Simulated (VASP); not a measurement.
# MgZn5S6 (P3m1) in VASP: single point with PBE

Aim: the single point of MgZn5S6 with PBE.

Program: VASP 6.6.1. These are calculated values, not measurements. Logs are shortened: lines on timing, memory, paths and dates and some standing lists are left out, and cuts for length are marked.

## Step 1: The cell of the first run

The structure is trigonal, space group P3m1 (No. 156). The conventional cell has a = 3.877 Å, b = 3.877 Å, c = 19.032 Å, α = 90.00°, β = 90.00°, γ = 120.00°. Mg (site symmetry 3m) has 4 S at 2.41 to 2.47 Å within 3.2 Å. Zn (site symmetry 3m) has 4 S at 2.36 to 2.37 Å within 3.1 Å. Zn (site symmetry 3m) has 4 S at 2.36 to 2.37 Å within 3.1 Å. Zn (site symmetry 3m) has 4 S at 2.36 to 2.37 Å within 3.1 Å. Zn (site symmetry 3m) has 4 S at 2.36 to 2.37 Å within 3.1 Å. Within 3.1 Å of Zn (site symmetry 3m) lie 4 S at 2.36 to 2.37 Å. Within 3.1 Å of S (site symmetry 3m) lie 1 Zn at 2.36 Å and 3 Mg at 2.41 Å. S (site symmetry 3m) has 4 Zn at 2.36 to 2.37 Å within 3.1 Å.

## Step 2: Single point, PBE

Input file INCAR:

```
SYSTEM = MgZn5S6
  PREC = Accurate
  ENCUT = 520
  EDIFF = 1E-7
  ISMEAR = 0
  SIGMA = 0.02
  LREAL = .False.
  LASPH = .True.
  NELM = 80
  ALGO = Normal
  ISIF = 2
  LWAVE = .False.
  LCHARG = .True.
  GGA = PE
  LELF = .True.
  LVHAR = .True.
  NBANDS = 61
```

Input file KPOINTS:

```
Automatic mesh
0
Gamma
  12 12 2
  0 0 0
```

Input file POSCAR:

```
MgZn5S6
1.0
    3.8767271276     -0.0000000289      0.0000000000
   -1.9383635388      3.3573441905      0.0000000000
    0.0000000000      0.0000000000     19.0320950000
Mg Zn S
1 5 6
Direct
    0.3333333333      0.6666666667      0.1665510000
    0.0000000000      0.0000000000      0.9959130000
    0.0000000000      0.0000000000      0.5021330000
    0.6666666667      0.3333333333      0.6668210000
    0.6666666667      0.3333333333      0.3376650000
    0.3333333333      0.6666666667      0.8312200000
    0.0000000000      0.0000000000      0.1196550000
    0.0000000000      0.0000000000      0.6262940000
    0.3333333333      0.6666666667      0.2964430000
    0.6666666667      0.3333333333      0.7907280000
    0.6666666667      0.3333333333      0.4614320000
    0.3333333333      0.6666666667      0.9551440000
```

Potentials or basis: VASP PAW PBE potentials, release 64 (Mg, Zn, S).

Run with:

```
$ cat potpaw_PBE.64/Mg/POTCAR potpaw_PBE.64/Zn/POTCAR potpaw_PBE.64/S/POTCAR > POTCAR
$ mpirun -np 1 vasp_std > vasp.out
```

OUTCAR:

```text
SYSTEM = MgZn5S6
   PREC = Accurate
   ENCUT = 520
   EDIFF = 1E-7
   ISMEAR = 0
   LREAL = .False.
   LASPH = .True.
   NELM = 80
   ISIF = 2
   GGA = PE

 ion  position               nearest neighbor table
   1  0.333  0.667  0.167-   7 2.41   7 2.41   7 2.41   9 2.47
   2  0.000  0.000  0.996-   7 2.36  12 2.37  12 2.37  12 2.37
   3  0.000  0.000  0.502-   8 2.36  11 2.37  11 2.37  11 2.37
   4  0.667  0.333  0.667-  10 2.36   8 2.37   8 2.37   8 2.37
   5  0.667  0.333  0.338-  11 2.36   9 2.37   9 2.37   9 2.37
   6  0.333  0.667  0.831-  12 2.36  10 2.37  10 2.37  10 2.37
   7  0.000  0.000  0.120-   2 2.36   1 2.41   1 2.41   1 2.41
   8  0.000  0.000  0.626-   3 2.36   4 2.37   4 2.37   4 2.37
   9  0.333  0.667  0.296-   5 2.37   5 2.37   5 2.37   1 2.47
  10  0.667  0.333  0.791-   4 2.36   6 2.37   6 2.37   6 2.37
  11  0.667  0.333  0.461-   5 2.36   3 2.37   3 2.37   3 2.37
  12  0.333  0.667  0.955-   6 2.36   2 2.37   2 2.37   2 2.37

  LATTYP: Found a hexagonal cell.
 ALAT       =     3.8767271276
 C/A-ratio  =     4.9093202523

  Lattice vectors:

 A1 = (   3.8767271276,  -0.0000000289,   0.0000000000)
 A2 = (  -1.9383635388,   3.3573441905,   0.0000000000)
 A3 = (   0.0000000000,   0.0000000000,  19.0320950000)

Analysis of symmetry for initial positions (statically):
=====================================================================
 Subroutine PRICEL returns:
 Original cell was already a primitive cell.

 Routine SETGRP: Setting up the symmetry group for a
 hexagonal supercell.

 Subroutine GETGRP returns: Found  6 space group operations
 (whereof  6 operations were pure point group operations)
 out of a pool of 24 trial point group operations.

The static configuration has the point symmetry C_3v.

Analysis of symmetry for dynamics (positions and initial velocities):
=====================================================================
 Subroutine PRICEL returns:
 Original cell was already a primitive cell.

 Routine SETGRP: Setting up the symmetry group for a
 hexagonal supercell.

 Subroutine GETGRP returns: Found  6 space group operations
 (whereof  6 operations were pure point group operations)
 out of a pool of 24 trial point group operations.

The dynamic configuration has the point symmetry C_3v.

 Subroutine INISYM returns: Found  6 space group operations
 (whereof  6 operations are pure point group operations),
 and found     1 'primitive' translations

----------------------------------------------------------------------------------------

                                     Primitive cell

  volume of cell :     247.7124

  direct lattice vectors                    reciprocal lattice vectors
     3.876727128 -0.000000029  0.000000000     0.257949546  0.148927238  0.000000000
    -1.938363539  3.357344191  0.000000000     0.000000002  0.297854479  0.000000000
     0.000000000  0.000000000 19.032095000     0.000000000  0.000000000  0.052542823

  length of vectors
     3.876727128  3.876727128 19.032095000     0.297854479  0.297854479  0.052542823

  position of ions in fractional coordinates (direct lattice)
     0.333333333  0.666666667  0.166551000
     0.000000000  0.000000000  0.995913000
     0.000000000  0.000000000  0.502133000
     0.666666667  0.333333333  0.666821000
     0.666666667  0.333333333  0.337665000
     0.333333333  0.666666667  0.831220000
     0.000000000  0.000000000  0.119655000
     0.000000000  0.000000000  0.626294000
     0.333333333  0.666666667  0.296443000
     0.666666667  0.333333333  0.790728000
     0.666666667  0.333333333  0.461432000
     0.333333333  0.666666667  0.955144000

  ion indices of the primitive-cell ions
   primitive index   ion index
                 1           1
                 2           2
                 3           3
                 4           4
                 5           5
                 6           6
                 7           7
                 8           8
                 9           9
                10          10
                11          11
                12          12

----------------------------------------------------------------------------------------

 KPOINTS: Automatic mesh

Automatic generation of k-mesh.
 Grid dimensions read from file:
 generate k-points for:   12   12    2

 Generating k-lattice:

  Cartesian coordinates                     Fractional coordinates (reciprocal lattice)
     0.021495796  0.012410603  0.000000000     0.083333333  0.000000000  0.000000000
     0.000000000  0.024821207  0.000000000     0.000000000  0.083333333  0.000000000
     0.000000000  0.000000000  0.026271412     0.000000000  0.000000000  0.500000000

  Length of vectors
     0.024821207  0.024821207  0.026271412

  Shift w.r.t. Gamma in fractional coordinates (k-lattice)
     0.000000000  0.000000000  0.000000000

 Subroutine IBZKPT returns following result:
 ===========================================

 Found     38 irreducible k-points:

 Following reciprocal coordinates:
            Coordinates               Weight
  0.000000  0.000000  0.000000      1.000000
  0.083333 -0.000000  0.000000      6.000000
  0.166667 -0.000000  0.000000      6.000000
  0.250000 -0.000000  0.000000      6.000000
  0.333333 -0.000000  0.000000      6.000000
  0.416667 -0.000000  0.000000      6.000000
[... 16 lines left out ...]
  0.250000 -0.000000  0.500000      6.000000
  0.333333 -0.000000  0.500000      6.000000
 [... further k-points ...]
   k-points           NKPTS =     38   k-points in BZ     NKDIM =     38   number of bands    NBANDS=     61
   number of dos      NEDOS =    301   number of ions     NIONS =     12
   total plane-waves  NPLWV = 129600
   dimension x,y,z NGX =    30 NGY =   30 NGZ =  144
   dimension x,y,z NGXF=    60 NGYF=   60 NGZF=  288
   ions per type =               1   5   6
   NGX,Y,Z   is equivalent  to a cutoff of  12.86, 12.86, 12.58 a.u.
   NGXF,Y,Z  is equivalent  to a cutoff of  25.73, 25.73, 25.16 a.u.
 SYSTEM =  MgZn5S6
   PREC   = accura    normal or accurate (medium, high low for compatibility)
   ISTART =      0    job   : 0-new  1-cont  2-samecut
   ICHARG =      2    charge: 1-file 2-atom 10-const
   ISPIN  =      1    spin polarized calculation?
   LNONCOLLINEAR =      F non collinear calculations
   LSORBIT =      F    spin-orbit coupling
   LASPH  =      T    aspherical Exc in radial PAW
   ENCUT  =  520.0 eV  38.22 Ry    6.18 a.u.   7.21  7.21 35.39*2*pi/ulx,y,z
   NELM   =     80;   NELMIN=  2; NELMDL= -5     # of ELM steps
   EDIFF  = 0.1E-06   stopping-criterion for ELM
   LREAL  =      F    real-space projection
   EDIFFG = 0.1E-05   stopping-criterion for IOM
   NSW    =      0    number of steps for IOM
   IBRION =     -1    ionic relax: 0-MD 1-quasi-New 2-CG
   NFREE  =      0    steps in history (QN), initial steepest desc. (CG)
   ISIF   =      2    stress and relaxation
   ISYM   =      2    0-nonsym 1-usesym 2-fastsym
   POTIM  = 0.5000    time-step for ionic-motion
   TEBEG  =    0.0;   TEEND  =   0.0 temperature during run
   PSTRESS=    0.0 pullay stress
   NELECT =      98.0000    total number of electrons
   NUPDOWN=      -1.0000    fix difference up-down
   EMIN   =  10.00;   EMAX   =-10.00  energy-range for DOS
   EFERMI =   0.00;   METHOD = LEGACY
   ISMEAR =     0;   SIGMA  =   0.02  broadening in eV -4-tet -1-fermi 0-gaus
   EFERMI_NEDOS =   21; number of points for ismear=-14 and -15
   IALGO  =     38    algorithm
   IMIX   =      4    mixing-type and parameters
     AMIX     =   0.40;   BMIX     =  1.00
     AMIX_MAG =   1.60;   BMIX_MAG =  1.00
  volume/ion in A,a.u.               =      20.64       139.30
  Fermi-wavevector in a.u.,A,eV,Ry     =   1.201806  2.271084 19.651400  1.444337
  Thomas-Fermi vector in A             =   2.337605
   LORBIT       =      0    0 simple, 1 ext, 2 COOP (PROOUT), +10 PAW based schemes
   GGA     = PE    functional components
   LHFCALC =     F    Hartree Fock is set to
   AEXX    =    0.0000 exact exchange contribution
   IVDW    =     0    specifies the selected vdW correction
   LEPSILON=     F    determine dielectric tensor
   LRPA    =     F    only Hartree local field effects (RPA)
 non-spin polarized calculation
 Gauss-broadening in eV      SIGMA  =   0.02
  energy-cutoff  :      520.00
  volume of cell :      247.71
 maximum number of plane-waves:      6705
 NGX is ok and might be reduce to    30
   NGX = 15   NGY = 15   NGZ = 71

 number of electron      98.0000001 magnetization

 Free energy of the ion-electron system (eV)
  ---------------------------------------------------
  ext. energy  EPLUGINS =         0.00000000
  ---------------------------------------------------
  free energy    TOTEN  =       -42.65652742 eV

  energy without entropy =      -42.65652742  energy(sigma->0) =      -42.65652742

 E-fermi :   1.9237     XC(G=0):  -9.3054

 val. band max:        1.7916109178   @ k =   0.0000   0.0000   0.0000
 cond. band min:       3.9059040383   @ k =   0.0000   0.0000   0.0000
 fundamental gap:      2.1142931205
 Fermi energy:         1.9236598110

 k-point     1 :       0.0000    0.0000    0.0000
  band No.  band energies     occupation
      1     -11.0174      2.00000
      2     -10.8544      2.00000
      3     -10.6880      2.00000
      4     -10.3935      2.00000
      5     -10.2839      2.00000
      6      -9.9785      2.00000
[... 53 lines left out ...]
     60       8.4627      0.00000
     61       8.5548      0.00000

 k-point     2 :       0.0833   -0.0000    0.0000
  band No.  band energies     occupation
      1     -10.9741      2.00000
      2     -10.8140      2.00000
      3     -10.6495      2.00000
      4     -10.3624      2.00000
      5     -10.2556      2.00000
      6      -9.9523      2.00000
[... 53 lines left out ...]
     60       8.4665      0.00000
     61       8.5484      0.00000

 k-point     3 :       0.1667   -0.0000    0.0000
  band No.  band energies     occupation
      1     -10.8505      2.00000
      2     -10.6994      2.00000
      3     -10.5408      2.00000
      4     -10.2763      2.00000
      5     -10.1781      2.00000
      6      -9.8800      2.00000
[... 1333 lines left out ...]
     60       8.5680      0.00000
     61       8.7278      0.00000

 k-point    24 :       0.3333   -0.0000    0.5000
  band No.  band energies     occupation
      1     -10.4502      2.00000
      2     -10.3567      2.00000
      3     -10.1847      2.00000
      4     -10.0744      2.00000
      5      -9.9544      2.00000
      6      -9.6782      2.00000
[... 53 lines left out ...]
     60       8.6031      0.00000
     61       8.7580      0.00000

 [... further k-points ...]

------------------------ aborting loop because EDIFF is reached ----------------------------------------

  FORCE on cell =-STRESS in cart. coord.  units (eV):
  Direction    XX          YY          ZZ          XY          YZ          ZX
  --------------------------------------------------------------------------------------
  -------------------------------------------------------------------------------------
  Total        0.1295144      0.1295144      0.1324680     -0.0000000      0.0000000      0.0000000
  in kB        0.8376855      0.8376855      0.8567888     -0.0000000      0.0000000      0.0000000
  external PRESSURE =       0.8440532 kB  Pullay stress =       0.0000000 kB

 VOLUME and BASIS-vectors are now :
 -----------------------------------------------------------------------------
  energy-cutoff  :      520.00
  volume of cell :      247.71
      direct lattice vectors                 reciprocal lattice vectors
     3.876727128 -0.000000029  0.000000000     0.257949546  0.148927238  0.000000000
    -1.938363539  3.357344191  0.000000000     0.000000002  0.297854479  0.000000000
     0.000000000  0.000000000 19.032095000     0.000000000  0.000000000  0.052542823

 POSITION                                       TOTAL-FORCE (eV/Angst)
 -----------------------------------------------------------------------------------
      0.00000      2.23823      3.16981         0.000000     -0.000000     -0.004078
      0.00000      0.00000     18.95431        -0.000000     -0.000000      0.003497
      0.00000      0.00000      9.55664         0.000000     -0.000000      0.002435
      1.93836      1.11911     12.69100        -0.000000     -0.000000      0.000581
      1.93836      1.11911      6.42647         0.000000      0.000000     -0.003462
      0.00000      2.23823     15.81986         0.000000      0.000000     -0.000178
      0.00000      0.00000      2.27729         0.000000     -0.000000      0.023348
      0.00000      0.00000     11.91969        -0.000000     -0.000000     -0.000832
      0.00000      2.23823      5.64193         0.000000     -0.000000     -0.019370
      1.93836      1.11911     15.04921        -0.000000     -0.000000     -0.000447
      1.93836      1.11911      8.78202        -0.000000      0.000000     -0.000699
      0.00000      2.23823     18.17839        -0.000000      0.000000     -0.000793
 -----------------------------------------------------------------------------------
    total drift:                               -0.000001     -0.000001     -0.001894

  FREE ENERGIE OF THE ION-ELECTRON SYSTEM (eV)
  ---------------------------------------------------
  free  energy   TOTEN  =       -42.6565274198 eV

  energy  without entropy=      -42.6565274198  energy(sigma->0) =      -42.65652742
```

It took 34 min on 1 thread of Intel Xeon 8259CL, shared host; peak memory 0.61 GiB.

Results:

| Property | Result |
| --- | --- |
| Free energy | -42.6565 eV |
| Pressure | 0.1 GPa |
| Largest force | 0.023 eV/Å |
| Band gap on the k mesh | 2.11 eV |

Forces in eV/Å, atoms in the order of the input:
```
Mg   0.000  0.000 -0.004
Zn   0.000  0.000  0.003
Zn   0.000  0.000  0.002
Zn   0.000  0.000  0.001
Zn   0.000  0.000 -0.003
Zn   0.000  0.000  0.000
S    0.000  0.000  0.023
S    0.000  0.000 -0.001
S    0.000  0.000 -0.019
S    0.000  0.000  0.000
S    0.000  0.000 -0.001
S    0.000  0.000 -0.001
```

A k mesh can miss the band edges.
